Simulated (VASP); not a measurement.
A run of VASP 6.6.1 is set up as follows.

The input INCAR:

```
SYSTEM = Li
PREC = Accurate
ENCUT = 520
EDIFF = 1E-6
ISMEAR = -1
SIGMA = 0.1
LREAL = .FALSE.
LASPH = .TRUE.
NELM = 80
ALGO = Normal
ISIF = 2
LWAVE = .FALSE.
LCHARG = .FALSE.
GGA = RE
NBANDS = 14
```

KPOINTS

```
Automatic mesh
0
G
  15 15 4
  0 0 0
```

Contents of POSCAR:

```
Li
1.0
    3.1055486639      0.0000000000      0.0000000000
   -1.5527743319      2.6894840356      0.0000000000
    0.0000000000      0.0000000000     10.1216710329
Li
4
Direct
    1.0000000000      0.0000000000      0.0000000000
    0.0000000000      0.0000000000      0.5000000000
    0.3333333333      0.6666666667      0.2500000000
    0.6666666667      0.3333333333      0.7500000000
```

Potentials or basis: VASP PAW PBE potentials, release 64 (Li_sv).

Command:

```bash
$ cat potpaw_PBE.64/Li_sv/POTCAR > POTCAR
$ mpirun -np 1 vasp_std > vasp.out
```

(1) What does it give for the band gap on the k mesh?

## Answers

(1) zero (bands 6 and 7 overlap by 3.95 eV).
